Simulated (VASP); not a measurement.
# Mn2SiO6 (Fm-3m) in VASP: notebook

Mn2SiO6 is run at these levels: PBE; tasks: single point, relaxation of cell and atoms.

All numbers are computed with VASP 6.6.1; they aren't measurements. Logs are shortened: lines on timing, memory, paths and dates and some standing lists are left out, and cuts for length are marked.

## 1. The cell of the first run

The structure is cubic, space group Fm-3m (No. 225). Conventional cell: a = 7.049 Å, b = 7.049 Å, c = 7.049 Å, α = 90.00°, β = 90.00°, γ = 90.00°. Within 3.3 Å of Mn (site symmetry -43m) lie 12 O at 2.49 Å and 4 Si at 3.05 Å. Si (site symmetry m-3m) has 6 O at 1.72 Å within 2.3 Å. Within 2.3 Å of O (site symmetry 4mm) lie 1 Si at 1.72 Å.

## 2. Single point, PBE, collinear spin, ferrimagnetic start

Contents of INCAR:

```
  PREC = Accurate
  ENCUT = 520
  EDIFF = 1E-6
  ISMEAR = 0
  SIGMA = 0.1
  LREAL = F
  LASPH = T
  NELM = 150
  ALGO = Normal
  ISIF = 2
  LWAVE = F
  LCHARG = F
  ISPIN = 2
  MAGMOM = 4.53 4.53 0 -0.43 -0.43 -0.43 -0.43 -0.43 -0.43
  LORBIT = 11
  LMAXMIX = 4
  GGA = PE
  NBANDS = 47
```

Contents of KPOINTS:

```
regular mesh
0
Gamma
  10 10 10
```

Contents of POSCAR:

```
Mn2SiO6
1.0
    0.0000000000      3.5246707178      3.5246707178
    3.5246707178      0.0000000000      3.5246707178
    3.5246707178      3.5246707178      0.0000000000
Mn Si O
2 1 6
Direct
    0.2500000000      0.2500000000      0.2500000000
    0.7500000000      0.7500000000      0.7500000000
    0.0000000000      0.0000000000      0.0000000000
    0.7559570249      0.2440429751      0.2440429751
    0.2440429751      0.7559570249      0.7559570249
    0.2440429751      0.7559570249      0.2440429751
    0.7559570249      0.2440429751      0.7559570249
    0.2440429751      0.2440429751      0.7559570249
    0.7559570249      0.7559570249      0.2440429751
```

Potentials or basis: VASP PAW PBE potentials, release 64 (Mn_pv, Si, O).

Run with:

```
cat potpaw_PBE.64/Mn_pv/POTCAR potpaw_PBE.64/Si/POTCAR potpaw_PBE.64/O/POTCAR > POTCAR
mpirun -np 1 vasp_std > vasp.out
```

OUTCAR:

```text
PREC = Accurate
   ENCUT = 520
   EDIFF = 1E-6
   ISMEAR = 0
   LREAL = F
   LASPH = T
   NELM = 150
   ISIF = 2
   ISPIN = 2
   LORBIT = 11
   GGA = PE

 ion  position               nearest neighbor table
   1  0.250  0.250  0.250-   4 2.49   7 2.49   9 2.49   5 2.49   6 2.49   9 2.49   5 2.49   7 2.49
                             8 2.49   4 2.49   6 2.49   8 2.49   3 3.05   3 3.05   3 3.05   3 3.05
   2  0.750  0.750  0.750-   5 2.49   7 2.49   9 2.49   4 2.49   6 2.49   9 2.49   4 2.49   7 2.49
                             8 2.49   5 2.49   6 2.49   8 2.49   3 3.05   3 3.05   3 3.05   3 3.05
   3  0.000  0.000  0.000-   4 1.72   5 1.72   6 1.72   7 1.72   8 1.72   9 1.72   1 3.05   2 3.05
                             2 3.05   2 3.05   2 3.05   1 3.05   1 3.05   1 3.05
   4  0.756  0.244  0.244-   3 1.72   2 2.49   1 2.49   2 2.49   1 2.49
   5  0.244  0.756  0.756-   3 1.72   2 2.49   2 2.49   1 2.49   1 2.49
   6  0.244  0.756  0.244-   3 1.72   2 2.49   1 2.49   2 2.49   1 2.49
   7  0.756  0.244  0.756-   3 1.72   2 2.49   2 2.49   1 2.49   1 2.49
   8  0.244  0.244  0.756-   3 1.72   2 2.49   1 2.49   2 2.49   1 2.49
   9  0.756  0.756  0.244-   3 1.72   2 2.49   2 2.49   1 2.49   1 2.49

  LATTYP: Found a face centered cubic cell.
 ALAT       =     7.0493414356

  Lattice vectors:

 A1 = (   0.0000000000,   3.5246707178,   3.5246707178)
 A2 = (   3.5246707178,   0.0000000000,   3.5246707178)
 A3 = (   3.5246707178,   3.5246707178,   0.0000000000)

Analysis of symmetry for initial positions (statically):
=====================================================================
 Subroutine PRICEL returns:
 Original cell was already a primitive cell.

 Routine SETGRP: Setting up the symmetry group for a
 face centered cubic supercell.

 Subroutine GETGRP returns: Found 48 space group operations
 (whereof 48 operations were pure point group operations)
 out of a pool of 48 trial point group operations.

The static configuration has the point symmetry O_h .

Analysis of symmetry for dynamics (positions and initial velocities):
=====================================================================
 Subroutine PRICEL returns:
 Original cell was already a primitive cell.

 Routine SETGRP: Setting up the symmetry group for a
 face centered cubic supercell.

 Subroutine GETGRP returns: Found 48 space group operations
 (whereof 48 operations were pure point group operations)
 out of a pool of 48 trial point group operations.

The dynamic configuration has the point symmetry O_h .

Analysis of structural, dynamic, and magnetic symmetry:
=====================================================================
 Subroutine PRICEL returns:
 Original cell was already a primitive cell.

 Routine SETGRP: Setting up the symmetry group for a
 face centered cubic supercell.

 Subroutine GETGRP returns: Found 48 space group operations
 (whereof 48 operations were pure point group operations)
 out of a pool of 48 trial point group operations.

The overall configuration has the point symmetry O_h .

 Subroutine INISYM returns: Found 48 space group operations
 (whereof 48 operations are pure point group operations),
 and found     1 'primitive' translations

----------------------------------------------------------------------------------------

                                     Primitive cell

  volume of cell :      87.5761

  direct lattice vectors                    reciprocal lattice vectors
     0.000000000  3.524670718  3.524670718    -0.141857223  0.141857223  0.141857223
     3.524670718  0.000000000  3.524670718     0.141857223 -0.141857223  0.141857223
     3.524670718  3.524670718  0.000000000     0.141857223  0.141857223 -0.141857223

  length of vectors
     4.984637132  4.984637132  4.984637132     0.245703918  0.245703918  0.245703918

  position of ions in fractional coordinates (direct lattice)
     0.250000000  0.250000000  0.250000000
     0.750000000  0.750000000  0.750000000
     0.000000000  0.000000000  0.000000000
     0.755957025  0.244042975  0.244042975
     0.244042975  0.755957025  0.755957025
     0.244042975  0.755957025  0.244042975
     0.755957025  0.244042975  0.755957025
     0.244042975  0.244042975  0.755957025
     0.755957025  0.755957025  0.244042975

  ion indices of the primitive-cell ions
[... 74 lines left out ...]
   ISTART =      0    job   : 0-new  1-cont  2-samecut
   ICHARG =      2    charge: 1-file 2-atom 10-const
   ISPIN  =      2    spin polarized calculation?
   LNONCOLLINEAR =      F non collinear calculations
   LSORBIT =      F    spin-orbit coupling
   LASPH  =      T    aspherical Exc in radial PAW
   ENCUT  =  520.0 eV  38.22 Ry    6.18 a.u.   9.27  9.27  9.27*2*pi/ulx,y,z
   NELM   =    150;   NELMIN=  2; NELMDL= -5     # of ELM steps
   EDIFF  = 0.1E-05   stopping-criterion for ELM
   LREAL  =      F    real-space projection
   EDIFFG = 0.1E-04   stopping-criterion for IOM
   NSW    =      0    number of steps for IOM
   IBRION =     -1    ionic relax: 0-MD 1-quasi-New 2-CG
   NFREE  =      0    steps in history (QN), initial steepest desc. (CG)
   ISIF   =      2    stress and relaxation
   ISYM   =      2    0-nonsym 1-usesym 2-fastsym
   POTIM  = 0.5000    time-step for ionic-motion
   TEBEG  =    0.0;   TEEND  =   0.0 temperature during run
   PSTRESS=    0.0 pullay stress
   NELECT =      66.0000    total number of electrons
   NUPDOWN=      -1.0000    fix difference up-down
   EMIN   =  10.00;   EMAX   =-10.00  energy-range for DOS
   EFERMI =   0.00;   METHOD = LEGACY
   ISMEAR =     0;   SIGMA  =   0.10  broadening in eV -4-tet -1-fermi 0-gaus
   EFERMI_NEDOS =   21; number of points for ismear=-14 and -15
   IALGO  =     38    algorithm
   IMIX   =      4    mixing-type and parameters
     AMIX     =   0.40;   BMIX     =  1.00
     AMIX_MAG =   1.60;   BMIX_MAG =  1.00
  volume/ion in A,a.u.               =       9.73        65.67
  Fermi-wavevector in a.u.,A,eV,Ry     =   1.489799  2.815311 30.198133  2.219500
  Thomas-Fermi vector in A             =   2.602662
   LORBIT       =     11    0 simple, 1 ext, 2 COOP (PROOUT), +10 PAW based schemes
   GGA     = PE    functional components
   LHFCALC =     F    Hartree Fock is set to
   AEXX    =    0.0000 exact exchange contribution
   IVDW    =     0    specifies the selected vdW correction
   LEPSILON=     F    determine dielectric tensor
   LRPA    =     F    only Hartree local field effects (RPA)
 spin polarized calculation
 Gauss-broadening in eV      SIGMA  =   0.10
  energy-cutoff  :      520.00
  volume of cell :       87.58
 maximum number of plane-waves:      2397
 NGX is ok and might be reduce to    40
   NGX = 19   NGY = 19   NGZ = 19

 number of electron      65.9999963 magnetization       5.9999718

 Free energy of the ion-electron system (eV)
  ---------------------------------------------------
  ext. energy  EPLUGINS =         0.00000000
  ---------------------------------------------------
  free energy    TOTEN  =       -60.72033820 eV

  energy without entropy =      -60.69506070  energy(sigma->0) =      -60.70769945

 E-fermi :   4.9098     XC(G=0): -11.7082

 val. band max:        4.9092890822   @ k =  -0.3000   0.3000   0.1000
 cond. band min:       4.9139353666   @ k =   0.5000   0.4000   0.1000
 fundamental gap:      0.0046462844
 Fermi energy:         4.9098090065

 spin component 1

 k-point     1 :       0.0000    0.0000    0.0000
  band No.  band energies     occupation
      1     -45.5715      1.00000
      2     -45.5715      1.00000
      3     -45.5715      1.00000
      4     -45.5662      1.00000
      5     -45.5662      1.00000
      6     -45.5662      1.00000
[... 1141 lines left out ...]
     44      15.5618      0.00000
     45      15.7947      0.00000

 [... further k-points ...]

 spin component 2

 k-point     1 :       0.0000    0.0000    0.0000
  band No.  band energies     occupation
      1     -40.9838      1.00000
      2     -40.9838      1.00000
      3     -40.9838      1.00000
      4     -40.9769      1.00000
      5     -40.9769      1.00000
      6     -40.9769      1.00000
[... 1141 lines left out ...]
     44      16.2173      0.00000
     45      16.4023      0.00000

 [... further k-points ...]

 [bands above 45 left out]

------------------------ aborting loop because EDIFF is reached ----------------------------------------

  FORCE on cell =-STRESS in cart. coord.  units (eV):
  Direction    XX          YY          ZZ          XY          YZ          ZX
  --------------------------------------------------------------------------------------
  -------------------------------------------------------------------------------------
  Total        0.2034578      0.2034578      0.2034578      0.0000000      0.0000000     -0.0000000
  in kB        3.7221970      3.7221970      3.7221970      0.0000000      0.0000000     -0.0000000
  external PRESSURE =       3.7221970 kB  Pullay stress =       0.0000000 kB

 VOLUME and BASIS-vectors are now :
 -----------------------------------------------------------------------------
  energy-cutoff  :      520.00
  volume of cell :       87.58
      direct lattice vectors                 reciprocal lattice vectors
     0.000000000  3.524670718  3.524670718    -0.141857223  0.141857223  0.141857223
     3.524670718  0.000000000  3.524670718     0.141857223 -0.141857223  0.141857223
     3.524670718  3.524670718  0.000000000     0.141857223  0.141857223 -0.141857223

 POSITION                                       TOTAL-FORCE (eV/Angst)
 -----------------------------------------------------------------------------------
      1.76234      1.76234      1.76234        -0.000000     -0.000000     -0.000000
      5.28701      5.28701      5.28701         0.000000     -0.000000      0.000000
      0.00000      0.00000      0.00000         0.000000     -0.000000      0.000000
      1.72034      3.52467      3.52467         0.047491     -0.000000      0.000000
      5.32900      3.52467      3.52467        -0.047491     -0.000000      0.000000
      3.52467      1.72034      3.52467         0.000000      0.047491      0.000000
      3.52467      5.32900      3.52467         0.000000     -0.047491      0.000000
      3.52467      3.52467      1.72034         0.000000     -0.000000      0.047491
      3.52467      3.52467      5.32900         0.000000     -0.000000     -0.047491
 -----------------------------------------------------------------------------------
    total drift:                                0.000000      0.000000      0.000000

  FREE ENERGIE OF THE ION-ELECTRON SYSTEM (eV)
  ---------------------------------------------------
  free  energy   TOTEN  =       -60.7203382010 eV

  energy  without entropy=      -60.6950606974  energy(sigma->0) =      -60.70769945

 total charge

# of ion       s       p       d       tot
------------------------------------------
    1        0.154   6.114   4.770  11.038
    2        0.154   6.114   4.770  11.038
    3        0.643   1.029   0.000   1.671
    4        1.599   3.355   0.000   4.953
    5        1.599   3.355   0.000   4.953
    6        1.599   3.355   0.000   4.953
    7        1.599   3.355   0.000   4.953
    8        1.599   3.355   0.000   4.953
    9        1.599   3.355   0.000   4.953
--------------------------------------------------
tot         10.544  33.383   9.539  53.467

 magnetization (x)

# of ion       s       p       d       tot
------------------------------------------
    1        0.036   0.027   4.147   4.210
    2        0.036   0.027   4.147   4.210
    3        0.009   0.013   0.000   0.022
    4        0.001  -0.409   0.000  -0.408
    5        0.001  -0.409   0.000  -0.408
    6        0.001  -0.409   0.000  -0.408
    7        0.001  -0.409   0.000  -0.408
    8        0.001  -0.409   0.000  -0.408
    9        0.001  -0.409   0.000  -0.408
--------------------------------------------------
tot          0.085  -2.384   8.295   5.996
```

It took 4.7 min on 1 thread of Intel Xeon 6975P-C (Granite Rapids), shared host; peak memory 0.47 GiB.

Results:

* Free energy: -60.7203 eV
* Pressure: 0.4 GPa
* Largest force: 0.047 eV/Å
* Band gap on the k mesh: zero (filled and empty bands overlap)
* Net moment: 6.00 μB per cell
* Site moments: Mn +4.21; Si +0.02; O -0.41 μB
* Valence electrons inside the program's atomic spheres: Mn 11.04; Si 1.67; O 4.95

Forces in eV/Å, atoms in the order of the input:
```
Mn   0.000  0.000  0.000
Mn   0.000  0.000  0.000
Si   0.000  0.000  0.000
O    0.047  0.000  0.000
O   -0.047  0.000  0.000
O    0.000  0.047  0.000
O    0.000 -0.047  0.000
O    0.000  0.000  0.047
O    0.000  0.000 -0.047
```

Levels at points of the mesh, in eV from the Fermi level:
Spin up:
| k point | band 32 | band 33 | band 34 | band 35 | band 36 | band 37 | band 38 | band 39 | band 40 | band 41 |
| --- | --- | --- | --- | --- | --- | --- | --- | --- | --- | --- |
| (0.00, 0.00, 0.00) | -0.86 | -0.52 | -0.52 | -0.07 | -0.07 | -0.07 | 0.73 | 0.73 | 0.73 | 2.94 |
| (0.50, 0.00, 0.00) | -1.09 | -1.00 | -1.00 | -0.33 | 0.10 | 0.42 | 0.42 | 0.60 | 0.60 | 6.17 |
| (0.50, 0.50, 0.00) | -1.96 | -1.91 | -0.58 | 0.01 | 0.01 | 0.07 | 0.40 | 0.40 | 0.99 | 7.13 |
Spin down:
| k point | band 28 | band 29 | band 30 | band 31 | band 32 | band 33 |
| --- | --- | --- | --- | --- | --- | --- |
| (0.00, 0.00, 0.00) | -0.30 | -0.30 | -0.30 | 1.32 | 1.32 | 1.69 |
| (0.50, 0.00, 0.00) | -0.89 | -0.78 | -0.78 | 1.79 | 1.79 | 1.85 |
| (0.50, 0.50, 0.00) | -1.32 | -1.00 | -0.57 | 1.74 | 1.92 | 1.97 |

Caveat: semilocal functionals often make such compounds metallic where correlation or magnetic order opens a gap, which also shifts bond lengths.

(Continued in part 2 of 2.)
